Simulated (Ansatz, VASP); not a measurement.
# Au in VASP and in Ansatz

```
Au
1.0
    -1.60710    1.60710    1.60710
     1.60710   -1.60710    1.60710
     1.60710    1.60710   -1.60710
Au
1
Direct
  0.00000 0.00000 0.00000
```

Alike in both runs: functional LDA; k mesh 18 × 18 × 18; occupations fermi-dirac, width 0.05 eV; no spin polarisation.

Ansatz relaxed the structure, and its values are those at the end. VASP's run is a single point on that final structure, the one shown.

```csv
,VASP,Ansatz
version,VASP 6.6.1,Ansatz 0.2.0
potentials or method,"VASP PAW LDA potentials, release 64 (Au), cutoff 520 eV","all-electron LAPW, scalar-relativistic"
```

|  | VASP | Ansatz | Ansatz less VASP |
| --- | --- | --- | --- |
| pressure (GPa) | 0.5 | 0.0 | -0.50 |

LDA's correlation is that of Perdew and Zunger in VASP and of Perdew and Wang (1992) in Ansatz. Ansatz ran all-electron here, and VASP with PAW potentials.

Neither program's run includes spin-orbit coupling.
